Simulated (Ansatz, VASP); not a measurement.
## Cu: VASP beside Ansatz

```
Cu
1.0
     2.48981    0.00000    0.00000
    -1.24490    2.15624    0.00000
     0.00000    0.00000    2.42352
Cu
1
Direct
  0.00000 0.00000 0.00000
```

Alike in both runs: task single point; functional PBE; k mesh 17 × 17 × 16; occupations fermi-dirac, width 0.05 eV; no spin polarisation.

|  | VASP | Ansatz |
| --- | --- | --- |
| version | VASP 6.6.1 | Ansatz 0.2.0 |
| potentials or method | VASP PAW PBE potentials, release 64 (Cu), cutoff 520 eV | all-electron LAPW, scalar-relativistic |

|  | VASP | Ansatz | Ansatz less VASP |
| --- | --- | --- | --- |
| pressure (GPa) | 0.5 | 0.0 | -0.54 |
| traceless stress, the component that is largest in VASP (GPa) | -0.19 | 0.03 | +0.223 |

Ansatz ran all-electron here, and VASP with PAW potentials.
